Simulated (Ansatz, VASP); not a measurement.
## PbS in VASP and in Ansatz

The input INCAR:

```
SYSTEM = PbS
PREC     = Accurate       ! precision mode
ENCUT    = 520            ! plane-wave cutoff, eV
EDIFF    = 1E-7           ! SCF threshold, eV
ISMEAR   = -1             ! smearing method
SIGMA    = 0.06           ! smearing width, eV
LREAL    = .False.        ! projectors in reciprocal space
LASPH    = .True.         ! aspherical terms in the spheres
NELM     = 80             ! most SCF steps
ALGO     = Normal         ! electronic algorithm
ISIF     = 2              ! what is computed and relaxed
LWAVE    = .False.        ! write WAVECAR
LCHARG   = .True.         ! write CHGCAR
GGA      = CA             ! functional
LELF     = .True.         ! ELF
LVHAR    = .True.       
NBANDS   = 17             ! bands
```

KPOINTS

```
regular mesh
0
Gamma
  8 8 8
  0 0 0
```

POSCAR

```
PbS
1.0
    0.0000000000      2.9147360000      2.9147360000
    2.9147360000      0.0000000000      2.9147360000
    2.9147360000      2.9147360000      0.0000000000
Pb S
1 1
Direct
    0.0000000000      0.0000000000      0.0000000000
    0.5000000000      0.5000000000      0.5000000000
```

Input for Ansatz:

```yaml
crystal:
  atoms:
  - position: [0.0, 0.0, 0.0]
    symbol: Pb
  - position: [0.5, 0.5, 0.5]
    symbol: S
  lattice:
  - [0.0, 2.914736, 2.914736]
  - [2.914736, 0.0, 2.914736]
  - [2.914736, 2.914736, 0.0]
hamiltonian:
  dispersion: none
  pseudopotentials:
    dirac_shells:
      Pb: [2p, 3d, 3p, 4d, 4p]
    kind: all_electron
    lapw: {}
    relativity: scalar
  xc: lda
kpoints:
  mp_grid:
    grid: [8, 8, 8]
    shift: [0, 0, 0]
magnetization: {spin_polarized: false}
output: {forces: true, stress: true}
scf:
  occupations: {method: fermi_dirac, width: 0.06}
```

Alike in both runs: task single point; functional LDA; k mesh 8 × 8 × 8; occupations fermi-dirac, width 0.06 eV; no spin polarisation.

```csv
,VASP,Ansatz
version,VASP 6.6.1,Ansatz 0.2 development build
potentials or method,"VASP PAW LDA potentials, release 64 (Pb_d, S), cutoff 520 eV","all-electron full-potential LAPW, scalar-relativistic"
```

```tsv
	VASP	Ansatz	Ansatz less VASP
pressure (GPa)	0.5	0.5	-0.02
```

LDA's correlation is that of Perdew and Zunger in VASP and of Perdew and Wang (1992) in Ansatz. Ansatz ran all-electron here, and VASP with PAW potentials.

Neither program's run includes spin-orbit coupling.
